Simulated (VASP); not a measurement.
**CoO: single point with PBE+U**

CoO:

```
CELL_PARAMETERS angstrom
0.00000 2.13150 2.13150
2.13150 0.00000 2.13150
2.13150 2.13150 0.00000
ATOMIC_POSITIONS crystal
Co 0.00000 0.00000 0.00000
O 0.50000 0.50000 0.50000
```

```
Program             : VASP 6.6.1
Task                : single point
Functional          : PBE
Potentials or basis : VASP PAW PBE potentials, release 64 (Co_sv, O)
Cutoff              : 700 eV
k mesh              : 9 × 9 × 9
Occupations         : fermi-dirac, width 0.02 eV
Spin                : collinear spin, ferromagnetic start
Starting moments    : [3.39, 0.0] μB
Fixed moment        : 3.39 μB
Hubbard terms       : Co d U = 4.8 eV
```

* Pressure: 8.3 GPa
* Net moment: 3.39 μB per cell
* Site moments: Co +2.89; O +0.36 μB
* Valence electrons inside the program's atomic spheres: Co 14.83; O 5.01

Eigenvalues of the final occupation matrices:
```
    site  spin  trace               eigenvalues
site 1 d     1   4.72  0.93 0.93 0.93 0.96 0.96
site 1 d     2   1.88  0.10 0.10 0.56 0.56 0.56
```

It took 25 s on 1 thread of Intel(R) Xeon(R) 6975P-C (Granite Rapids) (shared host), peak memory 0.18 GiB.

Caveat: the cell stands under pressure; the total moment is fixed, so each spin has its own Fermi level and the state may be an excited one; a cell with one magnetic atom can't hold antiferromagnetic order, which such compounds often take. The state reached can hang on the start; a lower one may exist.
